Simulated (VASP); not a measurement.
# Sb2S (I4/mmm) in VASP: notebook

Sb2S is run at these levels: PBE; tasks: single point, relaxation of cell and atoms.

All numbers are computed with VASP 6.6.1; they aren't measurements. Logs are shortened: lines on timing, memory, paths and dates and some standing lists are left out, and cuts for length are marked.

### 1 The cell of the first run

The structure is tetragonal, space group I4/mmm (No. 139). The conventional cell has a = 4.784 Å, b = 4.784 Å, c = 5.928 Å, α = 90.00°, β = 90.00°, γ = 90.00°. Sb (site symmetry -4m2) has 4 S at 2.81 Å and 6 Sb at 2.96 to 3.38 Å within 3.7 Å. Within 3.7 Å of S (site symmetry 4/mmm) lie 8 Sb at 2.81 Å.

### 2 Single point, PBE

Contents of INCAR:

```
SYSTEM = Sb2S
PREC = Accurate
ENCUT = 520
EDIFF = 1E-6
ISMEAR = 0
SIGMA = 0.1
LREAL = .FALSE.
LASPH = .TRUE.
NELM = 100
ALGO = Normal
ISIF = 2
LWAVE = .FALSE.
LCHARG = .TRUE.
GGA = PE
LELF = .TRUE.
LVHAR = .TRUE.
NBANDS = 15
```

Contents of KPOINTS:

```
regular mesh
0
G
  6 6 6
  0 0 0
```

Contents of POSCAR:

```
Sb2S
1.0
   -2.3919180600      2.3919180600      2.9642157300
    2.3919180600     -2.3919180600      2.9642157300
    2.3919180600      2.3919180600     -2.9642157300
Sb S
2 1
Direct
    0.2500000000      0.7500000000      0.5000000000
    0.7500000000      0.2500000000      0.5000000000
    0.0000000000      0.0000000000      0.0000000000
```

Potentials or basis: VASP PAW PBE potentials, release 64 (Sb, S).

Run with:

```sh
cat potpaw_PBE.64/Sb/POTCAR potpaw_PBE.64/S/POTCAR > POTCAR
mpirun -np 1 vasp_std > vasp.out
```

OUTCAR:

```text
SYSTEM = Sb2S
   PREC = Accurate
   ENCUT = 520
   EDIFF = 1E-6
   ISMEAR = 0
   LREAL = .FALSE.
   LASPH = .TRUE.
   NELM = 100
   ISIF = 2
   GGA = PE

 ion  position               nearest neighbor table
   1  0.250  0.750  0.500-   3 2.81   3 2.81   3 2.81   3 2.81   2 2.96   2 2.96   2 3.38   2 3.38
                             2 3.38   2 3.38
   2  0.750  0.250  0.500-   3 2.81   3 2.81   3 2.81   3 2.81   1 2.96   1 2.96   1 3.38   1 3.38
                             1 3.38   1 3.38
   3  0.000  0.000  0.000-   2 2.81   1 2.81   1 2.81   2 2.81   1 2.81   2 2.81   2 2.81   1 2.81

  LATTYP: Found a body centered tetragonal cell.
 ALAT       =     4.7838361200
 C/A-ratio  =     1.2392630749

  Lattice vectors:

 A1 = (  -2.3919180600,   2.3919180600,   2.9642157300)
 A2 = (   2.3919180600,  -2.3919180600,   2.9642157300)
 A3 = (   2.3919180600,   2.3919180600,  -2.9642157300)

Analysis of symmetry for initial positions (statically):
=====================================================================
 Subroutine PRICEL returns:
 Original cell was already a primitive cell.

 Routine SETGRP: Setting up the symmetry group for a
 body centered tetragonal supercell.

 Subroutine GETGRP returns: Found 16 space group operations
 (whereof 16 operations were pure point group operations)
 out of a pool of 16 trial point group operations.

The static configuration has the point symmetry D_4h.

Analysis of symmetry for dynamics (positions and initial velocities):
=====================================================================
 Subroutine PRICEL returns:
 Original cell was already a primitive cell.

 Routine SETGRP: Setting up the symmetry group for a
 body centered tetragonal supercell.

 Subroutine GETGRP returns: Found 16 space group operations
 (whereof 16 operations were pure point group operations)
 out of a pool of 16 trial point group operations.

The dynamic configuration has the point symmetry D_4h.

 Subroutine INISYM returns: Found 16 space group operations
 (whereof 16 operations are pure point group operations),
 and found     1 'primitive' translations

----------------------------------------------------------------------------------------

                                     Primitive cell

  volume of cell :      67.8363

  direct lattice vectors                    reciprocal lattice vectors
    -2.391918060  2.391918060  2.964215730     0.000000000  0.209037261  0.168678681
     2.391918060 -2.391918060  2.964215730     0.209037261  0.000000000  0.168678681
     2.391918060  2.391918060 -2.964215730     0.209037261  0.209037261  0.000000000

  length of vectors
[... 94 lines left out ...]
   PSTRESS=    0.0 pullay stress
   NELECT =      16.0000    total number of electrons
   NUPDOWN=      -1.0000    fix difference up-down
   EMIN   =  10.00;   EMAX   =-10.00  energy-range for DOS
   EFERMI =   0.00;   METHOD = LEGACY
   ISMEAR =     0;   SIGMA  =   0.10  broadening in eV -4-tet -1-fermi 0-gaus
   EFERMI_NEDOS =   21; number of points for ismear=-14 and -15
   IALGO  =     38    algorithm
   IMIX   =      4    mixing-type and parameters
     AMIX     =   0.40;   BMIX     =  1.00
     AMIX_MAG =   1.60;   BMIX_MAG =  1.00
  volume/ion in A,a.u.               =      22.61       152.59
  Fermi-wavevector in a.u.,A,eV,Ry     =   1.011488  1.911435 13.920226  1.023108
  Thomas-Fermi vector in A             =   2.144540
   LORBIT       =      0    0 simple, 1 ext, 2 COOP (PROOUT), +10 PAW based schemes
   GGA     = PE    functional components
   LHFCALC =     F    Hartree Fock is set to
   AEXX    =    0.0000 exact exchange contribution
   IVDW    =     0    specifies the selected vdW correction
   LEPSILON=     F    determine dielectric tensor
   LRPA    =     F    only Hartree local field effects (RPA)
 non-spin polarized calculation
 Gauss-broadening in eV      SIGMA  =   0.10
  energy-cutoff  :      520.00
  volume of cell :       67.84
 maximum number of plane-waves:      1844
 NGX is ok and might be reduce to    36
   NGX = 17   NGY = 17   NGZ = 17

 number of electron      16.0000002 magnetization

 Free energy of the ion-electron system (eV)
  ---------------------------------------------------
  ext. energy  EPLUGINS =         0.00000000
  ---------------------------------------------------
  free energy    TOTEN  =       -10.55275874 eV

  energy without entropy =      -10.53809371  energy(sigma->0) =      -10.54542623

 E-fermi :   8.8149     XC(G=0): -10.3851

 val. band max:        8.8083864773   @ k =  -0.3333   0.1667  -0.0000
 cond. band min:       8.8234213565   @ k =   0.5000   0.3333   0.0000
 fundamental gap:      0.0150348792
 Fermi energy:         8.8149479913

 k-point     1 :       0.0000    0.0000    0.0000
  band No.  band energies     occupation
      1      -6.8080      2.00000
      2       0.2430      2.00000
      3       2.9756      2.00000
      4       4.2005      2.00000
      5       4.2005      2.00000
      6       4.8840      2.00000
      7       5.0568      2.00000
      8       6.5365      2.00000
      9       6.5365      2.00000
     10      10.6974      0.00000
     11      10.6974      0.00000
     12      12.4944      0.00000
     13      13.3566      0.00000
     14      13.4244      0.00000
[... 401 lines left out ...]
      2      -0.9112      2.00000
      3       0.0928      2.00000
      4       2.8970      2.00000
      5       3.7433      2.00000
      6       5.1423      2.00000
      7       7.7346      2.00000
      8       7.8549      2.00000
      9       9.2337      0.00000
     10       9.8949      0.00000
     11      12.1571      0.00000
     12      12.3627      0.00000
     13      14.5444      0.00000
     14      14.9713      0.00000
     15      16.8495      0.00000

 [... further k-points ...]
[... 5 lines left out ...]
  --------------------------------------------------------------------------------------
  -------------------------------------------------------------------------------------
  Total        5.2311154      5.2311154      5.8429654      0.0000000     -0.0000000      0.0000000
  in kB      123.5499258    123.5499258    138.0007684      0.0000000     -0.0000000      0.0000000
  external PRESSURE =     128.3668733 kB  Pullay stress =       0.0000000 kB

 VOLUME and BASIS-vectors are now :
 -----------------------------------------------------------------------------
  energy-cutoff  :      520.00
  volume of cell :       67.84
      direct lattice vectors                 reciprocal lattice vectors
    -2.391918060  2.391918060  2.964215730     0.000000000  0.209037261  0.168678681
     2.391918060 -2.391918060  2.964215730     0.209037261  0.000000000  0.168678681
     2.391918060  2.391918060 -2.964215730     0.209037261  0.209037261  0.000000000

 POSITION                                       TOTAL-FORCE (eV/Angst)
 -----------------------------------------------------------------------------------
      2.39192      0.00000      1.48211         0.000000      0.000000     -0.000000
      0.00000      2.39192      1.48211         0.000000     -0.000000      0.000000
      0.00000      0.00000      0.00000        -0.000000      0.000000     -0.000000
 -----------------------------------------------------------------------------------
    total drift:                               -0.000000      0.000000      0.000000

  FREE ENERGIE OF THE ION-ELECTRON SYSTEM (eV)
  ---------------------------------------------------
  free  energy   TOTEN  =       -10.5527587379 eV

  energy  without entropy=      -10.5380937147  energy(sigma->0) =      -10.54542623
```

stdout:

```text
POSCAR found type information on POSCAR SbS
 POSCAR found :  2 types and       3 ions
 scaLAPACK will be used
 LDA part: xc-table for (Slater+PW92), standard interpolation
 POSCAR, INCAR and KPOINTS ok, starting setup
 FFT: planning ... GRIDC
 FFT: planning ... GRID_SOFT
 FFT: planning ... GRID
 WAVECAR not read
 entering main loop
```

Wall time 30 s (1 thread of Intel Xeon Platinum 8259CL at 2.50GHz (Skylake/Cascade Lake), shared host); peak memory 0.21 GiB.

Results:

```yaml
Free_energy: -10.5528 eV
Pressure: 12.8 GPa
Band_gap_on_the_k_mesh: zero (band 8 reaches 10.76 eV, above the bottom of band 9 at 6.54 eV)
```

Levels at points of the mesh, in eV from the Fermi level:
| k point | band 6 | band 7 | band 8 | band 9 | band 10 | band 11 |
| --- | --- | --- | --- | --- | --- | --- |
| (0.00, 0.00, 0.00) | -3.93 | -3.76 | -2.28 | -2.28 | 1.88 | 1.88 |
| (0.50, 0.00, 0.00) | -2.00 | -1.87 | -1.39 | 1.03 | 1.62 | 1.98 |
| (0.50, 0.50, 0.00) | -3.52 | -0.72 | 0.43 | 1.43 | 2.47 | 4.52 |
| (0.50, 0.50, 0.50) | -4.49 | -0.40 | 1.94 | 1.94 | 2.61 | 2.61 |

Caveat: spin-orbit coupling is left out, which moves the levels of the heavy elements.

### 3 Single point, PBE

This run uses another cell than the first one, of 27.16 Å³/atom, 1.201 times its volume.

Contents of INCAR:

```
SYSTEM = Sb2S
PREC = Accurate
ENCUT = 520
EDIFF = 1E-7
ISMEAR = 0
SIGMA = 0.1
LREAL = .FALSE.
LASPH = .TRUE.
NELM = 60
ALGO = Normal
ISIF = 2
LWAVE = .FALSE.
LCHARG = .FALSE.
GGA = PE
NBANDS = 15
```

KPOINTS is that of step 2.

Contents of POSCAR:

```
Sb2S
1.0
   -2.5838133825      2.5838133825      3.0512212261
    2.5838133825     -2.5838133825      3.0512212261
    2.5838133825      2.5838133825     -3.0512212261
Sb S
2 1
Direct
    0.2500000000      0.7500000000      0.5000000000
    0.7500000000      0.2500000000      0.5000000000
    0.0000000000      0.0000000000      0.0000000000
```

Potentials or basis: VASP PAW PBE potentials, release 64 (Sb, S).

Run with:

```sh
cat potpaw_PBE.64/Sb/POTCAR potpaw_PBE.64/S/POTCAR > POTCAR
mpirun -np 1 vasp_std > vasp.out
```

It took 34 s on 1 thread of Intel Xeon Platinum 8259CL at 2.50GHz (Skylake/Cascade Lake), shared host; peak memory 0.21 GiB.

The run converged. Its results:

| Property | Result |
| --- | --- |
| Free energy | -11.0074 eV |
| Pressure | -0.2 GPa |
| Band gap on the k mesh | zero (band 8 reaches 8.09 eV, above the bottom of band 9 at 4.99 eV) |

Stress tensor (GPa, compression positive):
```
-0.10  0.00  0.00
 0.00 -0.10  0.00
 0.00  0.00 -0.39
```

Levels at points of the mesh, in eV from the Fermi level:
| k point | band 6 | band 7 | band 8 | band 9 | band 10 | band 11 |
| --- | --- | --- | --- | --- | --- | --- |
| (0.00, 0.00, 0.00) | -3.29 | -3.02 | -1.43 | -1.43 | 1.63 | 1.63 |
| (0.50, 0.00, 0.00) | -2.00 | -1.39 | -0.77 | 1.02 | 1.03 | 1.61 |
| (0.50, 0.50, 0.00) | -2.80 | -1.05 | 0.02 | 0.94 | 2.20 | 3.49 |
| (0.50, 0.50, 0.50) | -3.91 | -0.84 | 1.68 | 1.68 | 2.28 | 2.28 |

Caveat: spin-orbit coupling is left out, which moves the levels of the heavy elements.

### 4 Relaxation of cell and atoms, PBE

Contents of INCAR:

```
SYSTEM = Sb2S
ALGO = Normal ; EDIFF = 1E-7
EDIFFG = -0.04 ; ENCUT = 600
GGA = PE ; IBRION = 2
ISIF = 3 ; ISMEAR = 0
LASPH = .True. ; LCHARG = .False.
LREAL = .False. ; LWAVE = .False.
NELM = 80 ; NSW = 90
PREC = Accurate ; SIGMA = 0.1
```

Contents of KPOINTS:

```
k-points
0
Gamma
  6 6 6
  0 0 0
```

Contents of POSCAR:

```
Sb2S
1.0
   -2.3919180600      2.3919180600      2.9642157300
    2.3919180600     -2.3919180600      2.9642157300
    2.3919180600      2.3919180600     -2.9642157300
Sb S
2 1
Direct
    0.2500000000      0.7500000000      0.5000000000
    0.7500000000      0.2500000000      0.5000000000
    0.0000000000      0.0000000000      0.0000000000
```

Run with:

```sh
cat potpaw_PBE.64/Sb/POTCAR potpaw_PBE.64/S/POTCAR > POTCAR
mpirun -np 1 vasp_std > vasp.out
```

Run time: 2.5 min. Hardware: 1 thread of Intel Xeon Platinum 8259CL at 2.50GHz (Skylake/Cascade Lake), shared host; peak memory 0.23 GiB.

Results (log left out):

```
Free energy                            : -11.0068 eV
Relaxed volume                         : 27.06 Å³/atom
Relaxed cell                           : a = 4.754 Å, b = 4.754 Å, c = 4.754 Å, α = 114.23°, β = 114.23°, γ = 100.32°
Space group after relaxing (to 0.05 Å) : I4/mmm (No. 139)
Energy gained by relaxing              : 151.2 meV/atom
Ionic steps                            : 7
Pressure after relaxing                : 0.0 GPa
Band gap on the k mesh                 : zero (band 8 reaches 8.15 eV, above the bottom of band 9 at 5.03 eV)
```

Stress tensor (GPa, compression positive):
```
 0.06  0.00  0.00
 0.00  0.06  0.00
 0.00  0.00 -0.10
```

Step by step:
| step | energy change (eV) | largest force (eV/Å) | pressure (GPa) | volume (Å³) |
| --- | --- | --- | --- | --- |
| 1 | 0.0000 | 0.0000 | 12.84 | 67.84 |
| 2 | -0.3338 | 0.0000 | -3.71 | 87.23 |
| 3 | -0.4244 | 0.0000 | 0.10 | 80.05 |
| 4 | -0.4243 | 0.0000 | -0.07 | 80.30 |
| 5 | -0.4368 | 0.0000 | -0.06 | 80.59 |
| 6 | -0.4526 | 0.0000 | 0.06 | 81.35 |
| 7 | -0.4536 | 0.0000 | 0.01 | 81.18 |

Final structure:
```
Sb S
1.0
    -2.58135    2.58135    3.04572
     2.58135   -2.58135    3.04572
     2.58135    2.58135   -3.04572
Sb S
2 1
Direct
  0.25000 0.75000 0.50000
  0.75000 0.25000 0.50000
  0.00000 0.00000 0.00000
```

Levels at points of the mesh, in eV from the Fermi level:
| k point | band 4 | band 5 | band 6 | band 7 | band 8 | band 9 | band 10 | band 11 | band 12 |
| --- | --- | --- | --- | --- | --- | --- | --- | --- | --- |
| (0.00, 0.00, 0.00) | -3.77 | -3.77 | -3.31 | -3.03 | -1.43 | -1.43 | 1.64 | 1.64 | 3.99 |
| (0.50, 0.00, 0.00) | -4.56 | -3.91 | -2.00 | -1.40 | -0.77 | 1.02 | 1.04 | 1.62 | 2.79 |
| (0.50, 0.50, 0.00) | -5.51 | -4.71 | -2.81 | -1.05 | 0.01 | 0.94 | 2.22 | 3.51 | 4.34 |
| (0.50, 0.50, 0.50) | -5.63 | -5.63 | -3.93 | -0.83 | 1.69 | 1.69 | 2.29 | 2.29 | 4.63 |

Caveat: the volume moved by over 15 % at a fixed basis, so the end points are rough; spin-orbit coupling is left out, which moves the levels of the heavy elements.

### 5 Single point, PBE

This run uses another cell than the first one, of 27.10 Å³/atom, 1.198 times its volume.

Contents of INCAR:

```
SYSTEM = Sb2S
ALGO = Normal
EDIFF = 1E-6
ENCUT = 520
GGA = PE
ISIF = 2
ISMEAR = 0
LASPH = .TRUE.
LCHARG = .FALSE.
LREAL = .FALSE.
LWAVE = .FALSE.
NBANDS = 15
NELM = 80
PREC = Accurate
SIGMA = 0.1
```

Contents of KPOINTS:

```
k-points
0
G
  12 12 12
  0 0 0
```

Contents of POSCAR:

```
Sb2S
1.0
   -2.5934206369      2.5934206369      3.0219937187
    2.5934206369     -2.5934206369      3.0219937187
    2.5934206369      2.5934206369     -3.0219937187
Sb S
2 1
Direct
    0.2500000000      0.7500000000      0.5000000000
    0.7500000000      0.2500000000      0.5000000000
    0.0000000000      0.0000000000      0.0000000000
```

Run with:

```sh
cat potpaw_PBE.64/Sb/POTCAR potpaw_PBE.64/S/POTCAR > POTCAR
mpirun -np 1 vasp_std > vasp.out
```

Run time: 2.9 min. Hardware: 1 thread of Intel Xeon Platinum 8259CL at 2.50GHz (Skylake/Cascade Lake), shared host; peak memory 0.33 GiB.

The run converged. Its results:

| Quantity | Value |
| --- | --- |
| Free energy | -10.9930 eV |
| Pressure | -0.2 GPa |
| Band gap on the k mesh | zero (band 8 reaches 8.13 eV, above the bottom of band 9 at 5.06 eV) |

Levels at points of the mesh, in eV from the Fermi level:
| k point | band 4 | band 5 | band 6 | band 7 | band 8 | band 9 | band 10 | band 11 | band 12 | band 13 |
| --- | --- | --- | --- | --- | --- | --- | --- | --- | --- | --- |
| (0.00, 0.00, 0.00) | -3.81 | -3.81 | -3.43 | -3.04 | -1.41 | -1.41 | 1.54 | 1.54 | 3.90 | 4.69 |
| (0.50, 0.00, 0.00) | -4.60 | -3.92 | -2.03 | -1.45 | -0.77 | 0.98 | 0.99 | 1.57 | 2.79 | 6.43 |
| (0.50, 0.50, 0.00) | -5.54 | -4.69 | -2.84 | -1.12 | -0.12 | 0.79 | 2.21 | 3.43 | 4.25 | 5.21 |
| (0.50, 0.50, 0.50) | -5.68 | -5.68 | -4.03 | -0.88 | 1.65 | 1.65 | 2.24 | 2.24 | 4.57 | 6.47 |

Caveat: spin-orbit coupling is left out, which moves the levels of the heavy elements.

### 6 Relaxation of cell and atoms, PBE

This run uses another cell than the first one, of 27.16 Å³/atom, 1.201 times its volume.

Contents of INCAR:

```
ALGO     = Normal         # electronic algorithm
EDIFF    = 1E-7           # SCF threshold, eV
EDIFFG   = -0.01          # ionic threshold
ENCUT    = 600            # plane-wave cutoff, eV
GGA      = PE             # functional
IBRION   = 2              # ionic algorithm
ISIF     = 3              # what is computed and relaxed
ISMEAR   = 0              # smearing method
LASPH    = True           # aspherical terms in the spheres
LCHARG   = False          # write CHGCAR
LREAL    = False          # projectors in reciprocal space
LWAVE    = False          # write WAVECAR
NELM     = 60             # most SCF steps
NSW      = 100            # ionic steps
PREC     = Accurate       # precision mode
SIGMA    = 0.1            # smearing width, eV
```

Contents of KPOINTS:

```
k-points
0
Gamma
  12 12 12
```

Contents of POSCAR:

```
Sb2S
1.0
   -2.5838133825      2.5838133825      3.0512212261
    2.5838133825     -2.5838133825      3.0512212261
    2.5838133825      2.5838133825     -3.0512212261
Sb S
2 1
Direct
    0.2500000000      0.7500000000      0.5000000000
    0.7500000000      0.2500000000      0.5000000000
    0.0000000000      0.0000000000      0.0000000000
```

Potentials or basis: VASP PAW PBE potentials, release 64 (Sb, S).

Run with:

```sh
cat potpaw_PBE.64/Sb/POTCAR potpaw_PBE.64/S/POTCAR > POTCAR
mpirun -np 1 vasp_std > vasp.out
```

It took 9.7 min on 1 thread of Intel Xeon Platinum 8259CL at 2.50GHz (Skylake/Cascade Lake), shared host; peak memory 0.39 GiB.

Results (log left out):

* Free energy: -10.9933 eV
* Relaxed volume: 27.01 Å³/atom
* Relaxed cell: a = 4.747 Å, b = 4.747 Å, c = 4.747 Å, α = 113.88°, β = 113.88°, γ = 100.97°
* Space group after relaxing (to 0.05 Å): I4/mmm (No. 139)
* Energy gained by relaxing: 0.8 meV/atom
* Ionic steps: 5
* Pressure after relaxing: 0.0 GPa
* Band gap on the k mesh: zero (band 8 reaches 8.17 eV, above the bottom of band 9 at 5.09 eV)

The path:
```
step  energy change (eV)  largest force (eV/Å)  pressure (GPa)  volume (Å³)
   1              0.0000                0.0000           -0.44        81.48
   2             -0.0020                0.0000            0.21        80.61
   3             -0.0021                0.0000            0.14        80.70
   4             -0.0024                0.0000            0.07        80.87
   5             -0.0025                0.0000            0.01        81.02
```

Final structure:
```xyz
3
Lattice="-2.5895 2.5895 3.0204 2.5895 -2.5895 3.0204 2.5895 2.5895 -3.0204" Properties=species:S:1:pos:R:3 pbc="T T T"
Sb    2.5895    0.0000    1.5102
Sb    0.0000    2.5895    1.5102
S     0.0000    0.0000    0.0000
```

Levels at points of the mesh, in eV from the Fermi level:
```tsv
k point	band 5	band 6	band 7	band 8	band 9	band 10	band 11	band 12
(0.00, 0.00, 0.00)	-3.83	-3.43	-3.05	-1.43	-1.43	1.54	1.54	3.89
(0.50, 0.00, 0.00)	-3.94	-2.03	-1.46	-0.77	0.98	1.00	1.57	2.80
(0.50, 0.50, 0.00)	-4.72	-2.85	-1.11	-0.11	0.80	2.22	3.45	4.26
(0.50, 0.50, 0.50)	-5.70	-4.04	-0.87	1.66	1.66	2.24	2.24	4.57
```

Caveat: spin-orbit coupling is left out, which moves the levels of the heavy elements.

### 7 The runs side by side

| task | cell | k mesh | cutoff (eV) | gap on the mesh (eV) | pressure (GPa) | relaxed volume (Å³/atom) |
| --- | --- | --- | --- | --- | --- | --- |
| single point | a = 4.498 Å, angles 115.7, 115.7, 97.5°, 3 atoms | 6 × 6 × 6 | 520 | none | 12.8 | - |
| single point | a = 4.760 Å, angles 114.3, 114.3, 100.3°, 3 atoms | 6 × 6 × 6 | 520 | none | -0.2 | - |
| relaxation of cell and atoms | relaxed from a = 4.498 Å, angles 115.7, 115.7, 97.5°, 3 atoms | 6 × 6 × 6 | 600 | none | 0.0 | 27.06 |
| single point | a = 4.752 Å, angles 113.9, 113.9, 101.0°, 3 atoms | 12 × 12 × 12 | 520 | none | -0.2 | - |
| relaxation of cell and atoms | relaxed from a = 4.760 Å, angles 114.3, 114.3, 100.3°, 3 atoms | 12 × 12 × 12 | 600 | none | 0.0 | 27.01 |

Alike in all rows: level PBE; potentials or basis VASP PAW PBE potentials, release 64 (Sb, S); no spin polarisation; smearing gaussian 0.1 eV.

Caveats: spin-orbit coupling is left out, which moves the levels of the heavy elements; the volume moved by over 15 % at a fixed basis, so the end points are rough (some runs).

Absolute energies hang on the potentials; compare differences alone.
